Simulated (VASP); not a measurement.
# YSiF3 (P4/mbm) in VASP: further runs

Runs on YSiF3. Level: PBE. Tasks: single point, relaxation of cell and atoms.

All numbers are computed with VASP 6.6.1; they aren't measurements. Logs are shortened: lines on timing, memory, paths and dates and some standing lists are left out, and cuts for length are marked.

## (1) The cell of the first run

Symmetry: P4/mbm, No. 127, tetragonal system. The conventional cell has a = 5.548 Å, b = 5.548 Å, c = 3.923 Å, α = 90.00°, β = 90.00°, γ = 90.00°. Y (site symmetry mmm) has 12 F at 2.65 to 2.90 Å and 8 Si at 3.40 Å within 3.5 Å. Within 2.6 Å of Si (site symmetry 4/m) lie 6 F at 1.96 to 1.97 Å. F (site symmetry m2m) has 2 Si at 1.97 Å and 4 Y at 2.65 to 2.90 Å and 8 F at 2.78 Å within 3.0 Å. F (site symmetry 4/m) has 2 Si at 1.96 Å within 2.6 Å.

## (2) Single point, PBE

INCAR reads:

```
  PREC = Accurate
  ENCUT = 520
  EDIFF = 1E-7
  ISMEAR = 0
  SIGMA = 0.1
  LREAL = False
  LASPH = True
  NELM = 100
  ALGO = Normal
  ISIF = 2
  LWAVE = False
  LCHARG = False
  GGA = PE
  NBANDS = 47
```

KPOINTS reads:

```
regular mesh
0
Gamma
  4 4 4
```

POSCAR reads:

```
YSiF3
1.0
    5.5475094100      0.0000000000      0.0000000000
    0.0000000000      5.5475094100      0.0000000000
    0.0000000000      0.0000000000      3.9226815200
Y Si F
2 2 6
Direct
    0.0000000000      0.5000000000      0.5000000000
    0.5000000000      0.0000000000      0.5000000000
    0.5000000000      0.5000000000      0.0000000000
    0.0000000000      0.0000000000      0.0000000000
    0.7723125400      0.2723125400      0.0000000000
    0.7276874600      0.7723125400      0.0000000000
    0.5000000000      0.5000000000      0.5000000000
    0.2276874600      0.7276874600      0.0000000000
    0.2723125400      0.2276874600      0.0000000000
    0.0000000000      0.0000000000      0.5000000000
```

Potentials or basis: VASP PAW PBE potentials, release 64 (Y_sv, Si, F).

Started as:

```console
> cat potpaw_PBE.64/Y_sv/POTCAR potpaw_PBE.64/Si/POTCAR potpaw_PBE.64/F/POTCAR > POTCAR
> mpirun -np 1 vasp_std > vasp.out
```

OUTCAR:

```text
PREC = Accurate
   ENCUT = 520
   EDIFF = 1E-7
   ISMEAR = 0
   LREAL = False
   LASPH = True
   NELM = 100
   ISIF = 2
   GGA = PE

 ion  position               nearest neighbor table
   1  0.000  0.500  0.500-   5 2.65   8 2.65   5 2.65   8 2.65   7 2.77  10 2.77  10 2.77   7 2.77
                             6 2.90   9 2.90   9 2.90   6 2.90   3 3.40   4 3.40   4 3.40   3 3.40
   2  0.500  0.000  0.500-   6 2.65   9 2.65   6 2.65   9 2.65   7 2.77  10 2.77   7 2.77  10 2.77
                             8 2.90   8 2.90   5 2.90   5 2.90   3 3.40   4 3.40   3 3.40   3 3.40
   3  0.500  0.500  0.000-   7 1.96   7 1.96   5 1.97   8 1.97   9 1.97   6 1.97   1 3.40   1 3.40
                             2 3.40   2 3.40   2 3.40   2 3.40   1 3.40   1 3.40
   4  0.000  0.000  0.000-  10 1.96  10 1.96   8 1.97   9 1.97   5 1.97   6 1.97   1 3.40   1 3.40
                             2 3.40   2 3.40   1 3.40   1 3.40   2 3.40   2 3.40
   5  0.772  0.272  0.000-   3 1.97   4 1.97   1 2.65   1 2.65   2 2.90   2 2.90
   6  0.728  0.772  0.000-   3 1.97   4 1.97   2 2.65   2 2.65   1 2.90   1 2.90
   7  0.500  0.500  0.500-   3 1.96   3 1.96   1 2.77   2 2.77   2 2.77   1 2.77
   8  0.228  0.728  0.000-   3 1.97   4 1.97   1 2.65   1 2.65   2 2.90   2 2.90
   9  0.272  0.228  0.000-   3 1.97   4 1.97   2 2.65   2 2.65   1 2.90   1 2.90
  10  0.000  0.000  0.500-   4 1.96   4 1.96   1 2.77   2 2.77   1 2.77   2 2.77

  LATTYP: Found a simple tetragonal cell.
 ALAT       =     5.5475094100
 C/A-ratio  =     0.7071067807

  Lattice vectors:

 A1 = (   5.5475094100,   0.0000000000,   0.0000000000)
 A2 = (   0.0000000000,   5.5475094100,   0.0000000000)
 A3 = (   0.0000000000,   0.0000000000,   3.9226815200)

Analysis of symmetry for initial positions (statically):
=====================================================================
 Subroutine PRICEL returns:
 Original cell was already a primitive cell.

 Routine SETGRP: Setting up the symmetry group for a
 simple tetragonal supercell.

 Subroutine GETGRP returns: Found 16 space group operations
 (whereof  8 operations were pure point group operations)
 out of a pool of 16 trial point group operations.

The static configuration has the point symmetry C_4h.
 The point group associated with its full space group is D_4h.

Analysis of symmetry for dynamics (positions and initial velocities):
=====================================================================
 Subroutine PRICEL returns:
 Original cell was already a primitive cell.

 Routine SETGRP: Setting up the symmetry group for a
 simple tetragonal supercell.

 Subroutine GETGRP returns: Found 16 space group operations
 (whereof  8 operations were pure point group operations)
 out of a pool of 16 trial point group operations.

The dynamic configuration has the point symmetry C_4h.
 The point group associated with its full space group is D_4h.

 Subroutine INISYM returns: Found 16 space group operations
 (whereof  8 operations are pure point group operations),
 and found     1 'primitive' translations

----------------------------------------------------------------------------------------

                                     Primitive cell

  volume of cell :     120.7200

  direct lattice vectors                    reciprocal lattice vectors
     5.547509410  0.000000000  0.000000000     0.180261073  0.000000000  0.000000000
     0.000000000  5.547509410  0.000000000     0.000000000  0.180261073  0.000000000
     0.000000000  0.000000000  3.922681520     0.000000000  0.000000000  0.254927655

  length of vectors
     5.547509410  5.547509410  3.922681520     0.180261073  0.180261073  0.254927655

  position of ions in fractional coordinates (direct lattice)
     0.000000000  0.500000000  0.500000000
     0.500000000  0.000000000  0.500000000
     0.500000000  0.500000000  0.000000000
     0.000000000  0.000000000  0.000000000
     0.772312540  0.272312540  0.000000000
     0.727687460  0.772312540  0.000000000
     0.500000000  0.500000000  0.500000000
     0.227687460  0.727687460  0.000000000
     0.272312540  0.227687460  0.000000000
     0.000000000  0.000000000  0.500000000

  ion indices of the primitive-cell ions
   primitive index   ion index
                 1           1
                 2           2
                 3           3
                 4           4
                 5           5
                 6           6
                 7           7
                 8           8
                 9           9
                10          10

----------------------------------------------------------------------------------------

 KPOINTS: regular mesh

Automatic generation of k-mesh.
 Grid dimensions read from file:
 generate k-points for:    4    4    4

 Generating k-lattice:

  Cartesian coordinates                     Fractional coordinates (reciprocal lattice)
     0.045065268  0.000000000  0.000000000     0.250000000  0.000000000  0.000000000
     0.000000000  0.045065268  0.000000000     0.000000000  0.250000000  0.000000000
     0.000000000  0.000000000  0.063731914     0.000000000  0.000000000  0.250000000

  Length of vectors
     0.045065268  0.045065268  0.063731914

  Shift w.r.t. Gamma in fractional coordinates (k-lattice)
     0.000000000  0.000000000  0.000000000

 Subroutine IBZKPT returns following result:
 ===========================================

 Found     18 irreducible k-points:

 Following reciprocal coordinates:
            Coordinates               Weight
  0.000000  0.000000  0.000000      1.000000
  0.250000  0.000000  0.000000      4.000000
  0.500000  0.000000  0.000000      2.000000
  0.250000  0.250000  0.000000      4.000000
  0.500000  0.250000  0.000000      4.000000
  0.500000  0.500000  0.000000      1.000000
[... 10 lines left out ...]
  0.500000  0.250000  0.500000      4.000000
  0.500000  0.500000  0.500000      1.000000
   k-points           NKPTS =     18   k-points in BZ     NKDIM =     18   number of bands    NBANDS=     47
   number of dos      NEDOS =    301   number of ions     NIONS =     10
   total plane-waves  NPLWV =  52920
   dimension x,y,z NGX =    42 NGY =   42 NGZ =   30
   dimension x,y,z NGXF=    84 NGYF=   84 NGZF=   60
   ions per type =               2   2   6
   NGX,Y,Z   is equivalent  to a cutoff of  12.59, 12.59, 12.71 a.u.
   NGXF,Y,Z  is equivalent  to a cutoff of  25.17, 25.17, 25.43 a.u.
 SYSTEM =  unknown system
   PREC   = accura    normal or accurate (medium, high low for compatibility)
   ISTART =      0    job   : 0-new  1-cont  2-samecut
   ICHARG =      2    charge: 1-file 2-atom 10-const
   ISPIN  =      1    spin polarized calculation?
   LNONCOLLINEAR =      F non collinear calculations
   LSORBIT =      F    spin-orbit coupling
   LASPH  =      T    aspherical Exc in radial PAW
   ENCUT  =  520.0 eV  38.22 Ry    6.18 a.u.  10.31 10.31  7.29*2*pi/ulx,y,z
   NELM   =    100;   NELMIN=  2; NELMDL= -5     # of ELM steps
   EDIFF  = 0.1E-06   stopping-criterion for ELM
   LREAL  =      F    real-space projection
   EDIFFG = 0.1E-05   stopping-criterion for IOM
   NSW    =      0    number of steps for IOM
   IBRION =     -1    ionic relax: 0-MD 1-quasi-New 2-CG
   NFREE  =      0    steps in history (QN), initial steepest desc. (CG)
   ISIF   =      2    stress and relaxation
   ISYM   =      2    0-nonsym 1-usesym 2-fastsym
   POTIM  = 0.5000    time-step for ionic-motion
   TEBEG  =    0.0;   TEEND  =   0.0 temperature during run
   PSTRESS=    0.0 pullay stress
   NELECT =      72.0000    total number of electrons
   NUPDOWN=      -1.0000    fix difference up-down
   EMIN   =  10.00;   EMAX   =-10.00  energy-range for DOS
   EFERMI =   0.00;   METHOD = LEGACY
   ISMEAR =     0;   SIGMA  =   0.10  broadening in eV -4-tet -1-fermi 0-gaus
   EFERMI_NEDOS =   21; number of points for ismear=-14 and -15
   IALGO  =     38    algorithm
   IMIX   =      4    mixing-type and parameters
     AMIX     =   0.40;   BMIX     =  1.00
     AMIX_MAG =   1.60;   BMIX_MAG =  1.00
  volume/ion in A,a.u.               =      12.07        81.47
  Fermi-wavevector in a.u.,A,eV,Ry     =   1.378032  2.604103 25.837083  1.898972
  Thomas-Fermi vector in A             =   2.503131
   LORBIT       =      0    0 simple, 1 ext, 2 COOP (PROOUT), +10 PAW based schemes
   GGA     = PE    functional components
   LHFCALC =     F    Hartree Fock is set to
   AEXX    =    0.0000 exact exchange contribution
   IVDW    =     0    specifies the selected vdW correction
   LEPSILON=     F    determine dielectric tensor
   LRPA    =     F    only Hartree local field effects (RPA)
 non-spin polarized calculation
 Gauss-broadening in eV      SIGMA  =   0.10
  energy-cutoff  :      520.00
  volume of cell :      120.72
 maximum number of plane-waves:      3275
 NGX is ok and might be reduce to    42
   NGX = 21   NGY = 21   NGZ = 15

 number of electron      71.9999952 magnetization

 Free energy of the ion-electron system (eV)
  ---------------------------------------------------
  ext. energy  EPLUGINS =         0.00000000
  ---------------------------------------------------
  free energy    TOTEN  =       -45.59919307 eV

  energy without entropy =      -45.56870645  energy(sigma->0) =      -45.58394976

 E-fermi :   8.7952     XC(G=0): -11.0437

 val. band max:        8.7946789695   @ k =   0.5000   0.2500   0.0000
 cond. band min:       8.8071206406   @ k =   0.5000   0.5000   0.0000
 fundamental gap:      0.0124416711
 Fermi energy:         8.7952107797

 k-point     1 :       0.0000    0.0000    0.0000
  band No.  band energies     occupation
      1     -35.7452      2.00000
      2     -35.7272      2.00000
      3     -20.4061      2.00000
      4     -19.7806      2.00000
      5     -19.7806      2.00000
      6     -19.7438      2.00000
[... 39 lines left out ...]
     46      10.6413      0.00000
     47      11.5340      0.00000
[... 848 lines left out ...]
     46      10.7456      0.00000
     47      11.5057      0.00000

------------------------ aborting loop because EDIFF is reached ----------------------------------------

  FORCE on cell =-STRESS in cart. coord.  units (eV):
  Direction    XX          YY          ZZ          XY          YZ          ZX
  --------------------------------------------------------------------------------------
  -------------------------------------------------------------------------------------
  Total       25.2243891     25.2243891     26.2489920      0.0000000      0.0000000      0.0000000
  in kB      334.7742879    334.7742879    348.3726631      0.0000000      0.0000000      0.0000000
  external PRESSURE =     339.3070797 kB  Pullay stress =       0.0000000 kB

 VOLUME and BASIS-vectors are now :
 -----------------------------------------------------------------------------
  energy-cutoff  :      520.00
  volume of cell :      120.72
      direct lattice vectors                 reciprocal lattice vectors
     5.547509410  0.000000000  0.000000000     0.180261073  0.000000000  0.000000000
     0.000000000  5.547509410  0.000000000     0.000000000  0.180261073  0.000000000
     0.000000000  0.000000000  3.922681520     0.000000000  0.000000000  0.254927655

 POSITION                                       TOTAL-FORCE (eV/Angst)
 -----------------------------------------------------------------------------------
      0.00000      2.77375      1.96134        -0.000000     -0.000000      0.000000
      2.77375      0.00000      1.96134        -0.000000     -0.000000      0.000000
      2.77375      2.77375      0.00000        -0.000000     -0.000000      0.000000
      0.00000      0.00000      0.00000        -0.000000     -0.000000      0.000000
      4.28441      1.51066      0.00000         0.342959      0.342959      0.000000
      4.03685      4.28441      0.00000        -0.342959      0.342959      0.000000
      2.77375      2.77375      1.96134        -0.000000     -0.000000      0.000000
      1.26310      4.03685      0.00000        -0.342959     -0.342959      0.000000
      1.51066      1.26310      0.00000         0.342959     -0.342959     -0.000000
      0.00000      0.00000      1.96134        -0.000000     -0.000000      0.000000
 -----------------------------------------------------------------------------------
    total drift:                                0.000000     -0.000000     -0.000000

  FREE ENERGIE OF THE ION-ELECTRON SYSTEM (eV)
  ---------------------------------------------------
  free  energy   TOTEN  =       -45.5991930719 eV

  energy  without entropy=      -45.5687064518  energy(sigma->0) =      -45.58394976
```

Run time: 1.9 min. Hardware: 1 thread of Intel Xeon Platinum 8259CL at 2.50GHz (Skylake/Cascade Lake), shared host; peak memory 0.27 GiB.

Results:

* Free energy: -45.5992 eV
* Pressure: 33.9 GPa
* Largest force: 0.485 eV/Å
* Band gap on the k mesh: zero (bands 36 and 37 overlap by 1.18 eV)

Forces on the atoms (eV/Å):
```
Y    0.000  0.000  0.000
Y    0.000  0.000  0.000
Si   0.000  0.000  0.000
Si   0.000  0.000  0.000
F    0.343  0.343  0.000
F   -0.343  0.343  0.000
F    0.000  0.000  0.000
F   -0.343 -0.343  0.000
F    0.343 -0.343  0.000
F    0.000  0.000  0.000
```

Stress tensor (GPa, compression positive):
```
33.48  0.00  0.00
 0.00 33.48  0.00
 0.00  0.00 34.84
```

Caveat: the k points lie up to 0.40 Å⁻¹ apart, too coarse for converged energies and pressures of a metal.

## (3) Single point, PBE

This run uses another cell than the first one, of 23.22 Å³/atom.

INCAR reads:

```
PREC = Accurate
ENCUT = 520
EDIFF = 1E-6
ISMEAR = 0
SIGMA = 0.1
LREAL = F
LASPH = T
NELM = 100
ALGO = Normal
ISIF = 2
LWAVE = F
LCHARG = F
GGA = PE
NBANDS = 47
```

KPOINTS reads:

```
Automatic mesh
0
Gamma
  2 2 6
```

POSCAR reads:

```
YSiF3
1.0
    7.9000988633      0.0000000000      0.0000000000
    0.0000000000      7.9000988633      0.0000000000
    0.0000000000      0.0000000000      3.7210885197
Y Si F
2 2 6
Direct
    0.0000000000      0.5000000000      0.5000000000
    0.5000000000      0.0000000000      0.5000000000
    0.5000000000      0.5000000000      0.0000000000
    0.0000000000      0.0000000000      0.0000000000
    0.8886070399      0.3886070399      0.0000000000
    0.6113929601      0.8886070399      0.0000000000
    0.5000000000      0.5000000000      0.5000000000
    0.1113929601      0.6113929601      0.0000000000
    0.3886070399      0.1113929601      0.0000000000
    0.0000000000      0.0000000000      0.5000000000
```

Potentials or basis: VASP PAW PBE potentials, release 64 (Y_sv, Si, F).

Started as:

```console
> cat potpaw_PBE.64/Y_sv/POTCAR potpaw_PBE.64/Si/POTCAR potpaw_PBE.64/F/POTCAR > POTCAR
> mpirun -np 1 vasp_std > vasp.out
```

It took 2.3 min on 1 thread of Intel Xeon Platinum 8259CL at 2.50GHz (Skylake/Cascade Lake), shared host; peak memory 0.36 GiB.

The run converged. Its results:

- Free energy: -53.8988 eV
- Pressure: 0.2 GPa
- Largest force: 0.021 eV/Å
- Band gap on the k mesh: zero (bands 36 and 37 overlap by 0.15 eV)

Forces on the atoms (eV/Å):
```
Y    0.000  0.000  0.000
Y    0.000  0.000  0.000
Si   0.000  0.000  0.000
Si   0.000  0.000  0.000
F   -0.015 -0.015  0.000
F    0.015 -0.015  0.000
F    0.000  0.000  0.000
F    0.015  0.015  0.000
F   -0.015  0.015  0.000
F    0.000  0.000  0.000
```

Stress tensor (GPa, compression positive):
```
0.14 0.00 0.00
0.00 0.14 0.00
0.00 0.00 0.27
```

Levels at points of the mesh, in eV from the Fermi level:
```csv
k point,band 34,band 35,band 36,band 37,band 38,band 39
"(0.00, 0.00, 0.00)",-5.10,-0.19,-0.14,0.15,0.15,0.81
"(0.50, 0.00, 0.00)",-5.28,-0.62,-0.62,0.32,0.32,1.13
"(0.50, 0.50, 0.00)",-5.23,-1.01,-1.01,0.73,0.73,1.31
"(0.00, 0.00, 0.50)",-2.23,-0.20,-0.20,-0.12,0.20,0.20
"(0.50, 0.00, 0.50)",-2.38,-0.05,-0.05,0.01,0.01,0.36
"(0.50, 0.50, 0.50)",-2.36,-0.34,-0.34,0.30,0.30,0.54
```

Caveat: the k points lie up to 0.40 Å⁻¹ apart.

[end of part 1 of 2]
